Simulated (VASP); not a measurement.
# HfC (P6_3/mmc) in VASP: a series of runs

HfC is run at these levels: PBEsol, LDA; tasks: single point.

All numbers are computed with VASP 6.6.1; they aren't measurements. Logs are shortened: lines on timing, memory, paths and dates and some standing lists are left out, and cuts for length are marked.

## (1) The cell of the first run

The structure is hexagonal, space group P6_3/mmc (No. 194). The conventional cell has a = 3.343 Å, b = 3.343 Å, c = 5.203 Å, α = 90.00°, β = 90.00°, γ = 120.00°. Hf (site symmetry -6m2) has 6 C at 2.33 Å within 3.1 Å. Within 3.1 Å of C (site symmetry -3m) lie 6 Hf at 2.33 Å and 2 C at 2.60 Å.

## (2) Single point, PBEsol

INCAR reads:

```
ALGO = Normal ; EDIFF = 1E-7
ENCUT = 520 ; GGA = PS
ISIF = 2 ; ISMEAR = -1
LASPH = T ; LCHARG = F
LREAL = F ; LWAVE = F
NBANDS = 22 ; NELM = 60
PREC = Accurate ; SIGMA = 0.05
```

KPOINTS reads:

```
k-points
0
Gamma
  9 9 5
```

POSCAR reads:

```
HfC
1.0
    3.3428660531      0.0000000000      0.0000000000
   -1.6714330265      2.8950069234      0.0000000000
    0.0000000000      0.0000000000      5.2027140000
Hf C
2 2
Direct
    0.3333333333      0.6666666667      0.2500000000
    0.6666666667      0.3333333333      0.7500000000
    0.0000000000      0.0000000000      0.5000000000
    0.0000000000      0.0000000000      0.0000000000
```

Potentials or basis: VASP PAW PBE potentials, release 64 (Hf_pv, C).

Launch:

```
$ cat potpaw_PBE.64/Hf_pv/POTCAR potpaw_PBE.64/C/POTCAR > POTCAR
$ mpirun -np 1 vasp_std > vasp.out
```

OUTCAR:

```text
EDIFF = 1E-7
   ENCUT = 520
   GGA = PS
   ISIF = 2
   ISMEAR = -1
   LASPH = T
   LREAL = F
   NELM = 60
   PREC = Accurate

 ion  position               nearest neighbor table
   1  0.333  0.667  0.250-   3 2.33   4 2.33   3 2.33   4 2.33   3 2.33   4 2.33   2 3.24   2 3.24
                             2 3.24   2 3.24   2 3.24   2 3.24
   2  0.667  0.333  0.750-   3 2.33   4 2.33   3 2.33   4 2.33   3 2.33   4 2.33   1 3.24   1 3.24
                             1 3.24   1 3.24   1 3.24   1 3.24
   3  0.000  0.000  0.500-   1 2.33   2 2.33   1 2.33   2 2.33   2 2.33   1 2.33
   4  0.000  0.000  0.000-   1 2.33   2 2.33   1 2.33   2 2.33   2 2.33   1 2.33

  LATTYP: Found a hexagonal cell.
 ALAT       =     3.3428660531
 C/A-ratio  =     1.5563632875

  Lattice vectors:

 A1 = (   3.3428660531,   0.0000000000,   0.0000000000)
 A2 = (  -1.6714330265,   2.8950069234,   0.0000000000)
 A3 = (   0.0000000000,   0.0000000000,   5.2027140000)

Analysis of symmetry for initial positions (statically):
=====================================================================
 Subroutine PRICEL returns:
 Original cell was already a primitive cell.

 Routine SETGRP: Setting up the symmetry group for a
 hexagonal supercell.

 Subroutine GETGRP returns: Found 24 space group operations
 (whereof 12 operations were pure point group operations)
 out of a pool of 24 trial point group operations.

The static configuration has the point symmetry D_3d.
 The point group associated with its full space group is D_6h.

Analysis of symmetry for dynamics (positions and initial velocities):
=====================================================================
 Subroutine PRICEL returns:
 Original cell was already a primitive cell.

 Routine SETGRP: Setting up the symmetry group for a
 hexagonal supercell.

 Subroutine GETGRP returns: Found 24 space group operations
 (whereof 12 operations were pure point group operations)
 out of a pool of 24 trial point group operations.

The dynamic configuration has the point symmetry D_3d.
 The point group associated with its full space group is D_6h.

 Subroutine INISYM returns: Found 24 space group operations
 (whereof 12 operations are pure point group operations),
 and found     1 'primitive' translations

----------------------------------------------------------------------------------------

                                     Primitive cell

  volume of cell :      50.3499

  direct lattice vectors                    reciprocal lattice vectors
     3.342866053  0.000000000  0.000000000     0.299144502  0.172711159  0.000000000
    -1.671433026  2.895006923  0.000000000     0.000000000  0.345422317  0.000000000
     0.000000000  0.000000000  5.202714000     0.000000000  0.000000000  0.192207375

  length of vectors
     3.342866053  3.342866053  5.202714000     0.345422317  0.345422317  0.192207375

  position of ions in fractional coordinates (direct lattice)
     0.333333333  0.666666667  0.250000000
     0.666666667  0.333333333  0.750000000
     0.000000000  0.000000000  0.500000000
     0.000000000  0.000000000  0.000000000

  ion indices of the primitive-cell ions
   primitive index   ion index
                 1           1
                 2           2
                 3           3
                 4           4

----------------------------------------------------------------------------------------

 KPOINTS: k-points

Automatic generation of k-mesh.
 Grid dimensions read from file:
 generate k-points for:    9    9    5

 Generating k-lattice:

  Cartesian coordinates                     Fractional coordinates (reciprocal lattice)
     0.033238278  0.019190129  0.000000000     0.111111111  0.000000000  0.000000000
     0.000000000  0.038380257  0.000000000     0.000000000  0.111111111  0.000000000
     0.000000000  0.000000000  0.038441475     0.000000000  0.000000000  0.200000000

  Length of vectors
     0.038380257  0.038380257  0.038441475

  Shift w.r.t. Gamma in fractional coordinates (k-lattice)
     0.000000000  0.000000000  0.000000000

 Subroutine IBZKPT returns following result:
 ===========================================

 Found     36 irreducible k-points:

 Following reciprocal coordinates:
            Coordinates               Weight
  0.000000  0.000000  0.000000      1.000000
  0.111111 -0.000000  0.000000      6.000000
  0.222222  0.000000  0.000000      6.000000
  0.333333 -0.000000  0.000000      6.000000
  0.444444  0.000000  0.000000      6.000000
  0.111111  0.111111  0.000000      6.000000
[... 16 lines left out ...]
  0.333333  0.222222  0.200000     24.000000
  0.333333  0.333333  0.200000      4.000000
 [... further k-points ...]
   k-points           NKPTS =     36   k-points in BZ     NKDIM =     36   number of bands    NBANDS=     22
   number of dos      NEDOS =    301   number of ions     NIONS =      4
   total plane-waves  NPLWV =  31360
   dimension x,y,z NGX =    28 NGY =   28 NGZ =   40
   dimension x,y,z NGXF=    56 NGYF=   56 NGZF=   80
   ions per type =               2   2
   NGX,Y,Z   is equivalent  to a cutoff of  13.92, 13.92, 12.78 a.u.
   NGXF,Y,Z  is equivalent  to a cutoff of  27.85, 27.85, 25.56 a.u.
 SYSTEM =  unknown system
   PREC   = accura    normal or accurate (medium, high low for compatibility)
   ISTART =      0    job   : 0-new  1-cont  2-samecut
   ICHARG =      2    charge: 1-file 2-atom 10-const
   ISPIN  =      1    spin polarized calculation?
   LNONCOLLINEAR =      F non collinear calculations
   LSORBIT =      F    spin-orbit coupling
   LASPH  =      T    aspherical Exc in radial PAW
   ENCUT  =  520.0 eV  38.22 Ry    6.18 a.u.   6.22  6.22  9.67*2*pi/ulx,y,z
   NELM   =     60;   NELMIN=  2; NELMDL= -5     # of ELM steps
   EDIFF  = 0.1E-06   stopping-criterion for ELM
   LREAL  =      F    real-space projection
   EDIFFG = 0.1E-05   stopping-criterion for IOM
   NSW    =      0    number of steps for IOM
   IBRION =     -1    ionic relax: 0-MD 1-quasi-New 2-CG
   NFREE  =      0    steps in history (QN), initial steepest desc. (CG)
   ISIF   =      2    stress and relaxation
   ISYM   =      2    0-nonsym 1-usesym 2-fastsym
   POTIM  = 0.5000    time-step for ionic-motion
   TEBEG  =    0.0;   TEEND  =   0.0 temperature during run
   PSTRESS=    0.0 pullay stress
   NELECT =      28.0000    total number of electrons
   NUPDOWN=      -1.0000    fix difference up-down
   EMIN   =  10.00;   EMAX   =-10.00  energy-range for DOS
   EFERMI =   0.00;   METHOD = LEGACY
   ISMEAR =    -1;   SIGMA  =   0.05  broadening in eV -4-tet -1-fermi 0-gaus
   EFERMI_NEDOS =   21; number of points for ismear=-14 and -15
   IALGO  =     38    algorithm
   IMIX   =      4    mixing-type and parameters
     AMIX     =   0.40;   BMIX     =  1.00
     AMIX_MAG =   1.60;   BMIX_MAG =  1.00
  volume/ion in A,a.u.               =      12.59        84.94
  Fermi-wavevector in a.u.,A,eV,Ry     =   1.346257  2.544057 24.659309  1.812408
  Thomas-Fermi vector in A             =   2.474104
   LORBIT       =      0    0 simple, 1 ext, 2 COOP (PROOUT), +10 PAW based schemes
   GGA     = PS    functional components
   LHFCALC =     F    Hartree Fock is set to
   AEXX    =    0.0000 exact exchange contribution
   IVDW    =     0    specifies the selected vdW correction
   LEPSILON=     F    determine dielectric tensor
   LRPA    =     F    only Hartree local field effects (RPA)
 non-spin polarized calculation
  energy-cutoff  :      520.00
  volume of cell :       50.35
 maximum number of plane-waves:      1375
 NGX is ok and might be reduce to    28
   NGX = 13   NGY = 13   NGZ = 19

 number of electron      28.0000002 magnetization

 Free energy of the ion-electron system (eV)
  ---------------------------------------------------
  ext. energy  EPLUGINS =         0.00000000
  ---------------------------------------------------
  free energy    TOTEN  =       -43.59483624 eV

  energy without entropy =      -43.58992229  energy(sigma->0) =      -43.59237926

 E-fermi :   6.2151     XC(G=0): -12.4131

 val. band max:        6.1875025699   @ k =   0.2222   0.2222   0.2000
 cond. band min:       6.2804609647   @ k =   0.1111   0.1111   0.2000
 fundamental gap:      0.0929583948
 Fermi energy:         6.2151061208

 k-point     1 :       0.0000    0.0000    0.0000
  band No.  band energies     occupation
      1     -24.2995      2.00000
      2     -23.7267      2.00000
      3     -23.7267      2.00000
      4     -23.6361      2.00000
      5     -23.6361      2.00000
      6     -23.5525      2.00000
[... 14 lines left out ...]
     21      10.2824      0.00000
     22      14.4097      0.00000

 k-point     2 :       0.1111   -0.0000    0.0000
  band No.  band energies     occupation
      1     -24.2707      2.00000
      2     -23.7843      2.00000
      3     -23.7486      2.00000
      4     -23.6901      2.00000
      5     -23.6387      2.00000
      6     -23.5637      2.00000
[... 14 lines left out ...]
     21      10.9520      0.00000
     22      13.8451      0.00000

 k-point     3 :       0.2222    0.0000    0.0000
  band No.  band energies     occupation
      1     -24.1915      2.00000
      2     -23.9314      2.00000
      3     -23.8193      2.00000
      4     -23.7982      2.00000
      5     -23.6505      2.00000
      6     -23.5980      2.00000
[... 14 lines left out ...]
     21      12.6223      0.00000
     22      12.7937      0.00000

 k-point     4 :       0.3333   -0.0000    0.0000
  band No.  band energies     occupation
      1     -24.0978      2.00000
      2     -24.0831      2.00000
      3     -23.9573      2.00000
      4     -23.8495      2.00000
      5     -23.6685      2.00000
      6     -23.6548      2.00000
[... 14 lines left out ...]
     21      12.5505      0.00000
     22      13.2174      0.00000

 k-point     5 :       0.4444    0.0000    0.0000
  band No.  band energies     occupation
      1     -24.2045      2.00000
      2     -24.0441      2.00000
      3     -23.9869      2.00000
      4     -23.8813      2.00000
      5     -23.7172      2.00000
      6     -23.6817      2.00000
[... 14 lines left out ...]
     21      12.0096      0.00000
     22      12.8591      0.00000

 k-point     6 :       0.1111    0.1111    0.0000
  band No.  band energies     occupation
      1     -24.2166      2.00000
      2     -23.8614      2.00000
      3     -23.8433      2.00000
      4     -23.7329      2.00000
      5     -23.6607      2.00000
      6     -23.5865      2.00000
[... 14 lines left out ...]
     21      11.9595      0.00000
     22      13.0448      0.00000

 k-point     7 :       0.2222    0.1111    0.0000
  band No.  band energies     occupation
      1     -24.1218      2.00000
      2     -24.0157      2.00000
      3     -23.9421      2.00000
      4     -23.8059      2.00000
      5     -23.6900      2.00000
      6     -23.6329      2.00000
[... 324 lines left out ...]
      6     -23.6731      2.00000
[... 14 lines left out ...]
     21      12.7082      0.00000
     22      13.2432      0.00000

 k-point    21 :       0.4444    0.1111    0.2000
  band No.  band energies     occupation
      1     -24.2322      2.00000
      2     -24.0991      2.00000
      3     -23.9386      2.00000
      4     -23.8434      2.00000
      5     -23.7612      2.00000
      6     -23.6954      2.00000
[... 14 lines left out ...]
     21      12.8514      0.00000
     22      12.9773      0.00000

 k-point    22 :       0.2222    0.2222    0.2000
  band No.  band energies     occupation
      1     -24.1216      2.00000
      2     -24.1057      2.00000
      3     -23.8951      2.00000
      4     -23.8894      2.00000
      5     -23.7763      2.00000
      6     -23.6655      2.00000
[... 14 lines left out ...]
     21      12.9256      0.00000
     22      13.6043      0.00000

 k-point    23 :       0.3333    0.2222    0.2000
  band No.  band energies     occupation
      1     -24.1731      2.00000
      2     -24.0811      2.00000
      3     -23.9855      2.00000
      4     -23.8571      2.00000
      5     -23.8080      2.00000
      6     -23.7066      2.00000
[... 14 lines left out ...]
     21      13.2566      0.00000
     22      13.7287      0.00000

 k-point    24 :       0.3333    0.3333    0.2000
  band No.  band energies     occupation
      1     -24.1408      2.00000
      2     -24.0494      2.00000
      3     -24.0494      2.00000
      4     -23.9116      2.00000
      5     -23.7585      2.00000
      6     -23.7585      2.00000
[... 14 lines left out ...]
     21      14.1418      0.00000
     22      14.1418      0.00000

 [... further k-points ...]
[... 5 lines left out ...]
  --------------------------------------------------------------------------------------
  -------------------------------------------------------------------------------------
  Total       -2.8046207     -2.8046207     -1.8211040     -0.0000000      0.0000000      0.0000000
  in kB      -89.2454711    -89.2454711    -57.9491120     -0.0000000      0.0000000      0.0000000
  external PRESSURE =     -78.8133514 kB  Pullay stress =       0.0000000 kB

 VOLUME and BASIS-vectors are now :
 -----------------------------------------------------------------------------
  energy-cutoff  :      520.00
  volume of cell :       50.35
      direct lattice vectors                 reciprocal lattice vectors
     3.342866053  0.000000000  0.000000000     0.299144502  0.172711159  0.000000000
    -1.671433026  2.895006923  0.000000000     0.000000000  0.345422317  0.000000000
     0.000000000  0.000000000  5.202714000     0.000000000  0.000000000  0.192207375

 POSITION                                       TOTAL-FORCE (eV/Angst)
 -----------------------------------------------------------------------------------
     -0.00000      1.93000      1.30068         0.000000     -0.000000      0.000000
      1.67143      0.96500      3.90204        -0.000000      0.000000      0.000000
      0.00000      0.00000      2.60136         0.000000      0.000000      0.000000
      0.00000      0.00000      0.00000         0.000000      0.000000      0.000000
 -----------------------------------------------------------------------------------
    total drift:                               -0.000000      0.000000     -0.000000

  FREE ENERGIE OF THE ION-ELECTRON SYSTEM (eV)
  ---------------------------------------------------
  free  energy   TOTEN  =       -43.5948362366 eV

  energy  without entropy=      -43.5899222876  energy(sigma->0) =      -43.59237926
```

Run time: 31 s. Hardware: 1 thread of AMD EPYC 7R13 (Zen 3), shared host; peak memory 0.17 GiB.

Results:

* Free energy: -43.5948 eV
* Pressure: -7.9 GPa
* Band gap on the k mesh: zero (band 14 reaches 7.25 eV, above the bottom of band 15 at 6.19 eV)

Stress tensor (GPa, compression positive):
```
-8.92  0.00  0.00
 0.00 -8.92  0.00
 0.00  0.00 -5.79
```

Caveat: the PAW data sets were made with another functional, which shifts forces and pressure a little; spin-orbit coupling is left out, which moves the levels of the heavy elements.

## (3) Single point, LDA

INCAR reads:

```
SYSTEM = HfC
ALGO = Normal
EDIFF = 1E-7
ENCUT = 520
ISIF = 2
ISMEAR = -1
LASPH = .TRUE.
LCHARG = .FALSE.
LREAL = .FALSE.
LWAVE = .FALSE.
NBANDS = 22
NELM = 60
PREC = Accurate
SIGMA = 0.05
```

KPOINTS reads:

```
k-points
0
G
  9 9 5
  0 0 0
```

POSCAR is that of step 2.

Potentials or basis: VASP PAW LDA potentials, release 64 (Hf_pv, C).

Launch:

```
$ cat potpaw_LDA.64/Hf_pv/POTCAR potpaw_LDA.64/C/POTCAR > POTCAR
$ mpirun -np 1 vasp_std > vasp.out
```

It took 19 s on 1 thread of Intel Xeon 6975P-C (Granite Rapids), shared host; peak memory 0.17 GiB.

Results (log left out):

| Quantity | Value |
| --- | --- |
| Free energy | -44.9398 eV |
| Pressure | -12.4 GPa |
| Band gap on the k mesh | zero (band 14 reaches 7.27 eV, above the bottom of band 15 at 6.21 eV) |

Stress tensor (GPa, compression positive):
```
-13.48   0.00   0.00
  0.00 -13.48   0.00
  0.00   0.00 -10.15
```

Levels at points of the mesh, in eV from the Fermi level:
| k point | band 12 | band 13 | band 14 | band 15 | band 16 | band 17 |
| --- | --- | --- | --- | --- | --- | --- |
| (0.00, 0.00, 0.00) | -1.14 | -1.14 | 1.03 | 1.44 | 1.44 | 1.91 |

Caveat: spin-orbit coupling is left out, which moves the levels of the heavy elements.

[end of part 1 of 2]
